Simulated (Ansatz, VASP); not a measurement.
AlN: VASP beside Ansatz

```
Al N
1.0
     3.10505    0.00000    0.00000
    -1.55253    2.68906    0.00000
    -1.55253    0.89635    7.88069
Al N
2 2
Direct
  0.41825 0.58175 0.25474
  0.58175 0.41825 0.74526
  0.91504 0.08496 0.74511
  0.08496 0.91504 0.25489
```

Alike in both runs: functional r2SCAN; k mesh 8 × 8 × 8; occupations gaussian, width 0.0167 eV; no spin polarisation.

Ansatz relaxed the structure, and its values are those at the end. VASP's run is a single point on that final structure, the one shown.

|  | VASP | Ansatz |
| --- | --- | --- |
| version | VASP 6.6.1 | Ansatz 0.2.0 |
| potentials or method | VASP PAW PBE potentials, release 64 (Al, N), cutoff 520 eV | PAW plane waves |
| valence electrons in the cell | 16 | 16 |

```tsv
	VASP	Ansatz	Ansatz less VASP
gap on the k mesh at the Fermi level (eV)	2.30	2.29	-0.004
pressure (GPa)	-0.1	0.0	+0.07
```

VASP's potentials were made for PBE, not for r2SCAN. Ansatz's warnings: structure snapped to symmetry.
